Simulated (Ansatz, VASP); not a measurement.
# One calculation of MoS2, two programs

The input INCAR:

```
SYSTEM = MoS2
ALGO = Normal ; EDIFF = 1E-6
ENCUT = 520 ; GGA = PS
ISIF = 2 ; ISMEAR = 0
LASPH = .TRUE. ; LCHARG = .TRUE.
LELF = .TRUE. ; LREAL = .FALSE.
LVHAR = .TRUE. ; LWAVE = .FALSE.
NBANDS = 20 ; NELM = 100
PREC = Accurate ; SIGMA = 0.01
```

Contents of KPOINTS:

```
k-points
0
G
  8 8 8
  0 0 0
```

File POSCAR:

```
MoS2
1.0
    1.5715694880      0.9073460670      6.2807513983
   -1.5715694880      0.9073460670      6.2807513983
    0.0000000000     -1.8146921340      6.2807513983
Mo S
1 2
Direct
    0.0001015293      0.0001015293      0.0001015293
    0.2507582619      0.2507582619      0.2507582619
    0.4161402089      0.4161402089      0.4161402089
```

Input for Ansatz:

```yaml
crystal:
  lattice:
    - [1.57156948805, 0.90734606698, 6.28075139833]
    - [-1.57156948805, 0.90734606698, 6.28075139833]
    - [0.0, -1.81469213395, 6.28075139833]
  atoms:
    - { symbol: Mo, position: [0.000101529263, 0.000101529263, 0.000101529263] }
    - { symbol: S, position: [0.250758261883, 0.250758261883, 0.250758261883] }
    - { symbol: S, position: [0.416140208854, 0.416140208854, 0.416140208854] }
kpoints:
  mp_grid: { grid: [8, 8, 8] }
scf:
  occupations: { method: fixed }
hamiltonian:
  xc: pbesol
  pseudopotentials: { kind: paw }
output:
  forces: true
  stress: true
  eigenvalues: true
  eigenstates:
    nscf_kmesh: { grid: [12, 12, 12] }
    de_dk: true
    e_range: [-9, 11.02347363605]
  optics:
    e_range: [0, 25]
    de: 0.2
    sigma: 0.1
    bands: { spectra_wanted_up_to: 25 }
    nscf_kmesh: { grid: [12, 12, 12] }
checkpoint:
  write: ck
  write_wavefunctions: false
```

Alike in both runs: task single point; functional PBEsol; k mesh 8 × 8 × 8; no spin polarisation.

|  | VASP | Ansatz |
| --- | --- | --- |
| version | VASP 6.6.1 | Ansatz 0.2.0 |
| potentials or method | VASP PAW PBE potentials, release 64 (Mo_sv, S) | PAW with Ansatz's default frozen-core files, scalar-relativistic |
| plane-wave cutoff (eV) | 520 | 420 |
| occupations | gaussian, width 0.01 eV | fixed |
| valence electrons in the cell | 26 | 26 |

```csv
,VASP,Ansatz,Ansatz less VASP
gap on the k mesh at the Fermi level (eV),1.12,1.10,-0.016
pressure (GPa),0.0,0.0,+0.01
```

VASP's potentials were made for PBE, not for PBEsol.
